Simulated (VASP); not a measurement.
Input of a VASP 6.6.1 run:

INCAR

```
SYSTEM = CuI
ALGO = Normal
EDIFF = 1E-7
ENCUT = 520
GGA = CA
ISIF = 2
ISMEAR = -1
LASPH = .TRUE.
LCHARG = .FALSE.
LREAL = .FALSE.
LWAVE = .FALSE.
NBANDS = 26
NELM = 80
PREC = Accurate
SIGMA = 0.02
```

File KPOINTS:

```
k-points
0
G
  5 5 6
  0 0 0
```

POSCAR

```
CuI
1.0
    3.7331675900     -3.7110863700      0.0000000000
    3.7331675900      3.7110863700      0.0000000000
    0.0000000000      0.0000000000      4.3931376234
Cu I
2 2
Direct
    0.4204388300      0.5795611700      0.7500000000
    0.5795611700      0.4204388300      0.2500000000
    0.7700426800      0.2299573200      0.7500000000
    0.2299573200      0.7700426800      0.2500000000
```

Potentials or basis: VASP PAW LDA potentials, release 64 (Cu, I).

The run is started by

```bash
$ cat potpaw_LDA.64/Cu/POTCAR potpaw_LDA.64/I/POTCAR > POTCAR
$ mpirun -np 1 vasp_std > vasp.out
```

Task: What does it give for the band gap on the k mesh?

Result: 0.91 eV.

Task: Estimate the pressure.

Result: -3.9 GPa.

Forces on the atoms (eV/Å):
```
Cu   0.000 -0.065  0.000
Cu   0.000  0.065  0.000
I    0.000  0.512  0.000
I    0.000 -0.512  0.000
```

Caveat: the cell differs from its parent crystal (zz strain of +2 %); the cell stands under tension; spin-orbit coupling is left out, which moves the levels of the heavy elements. A k mesh can miss the band edges.
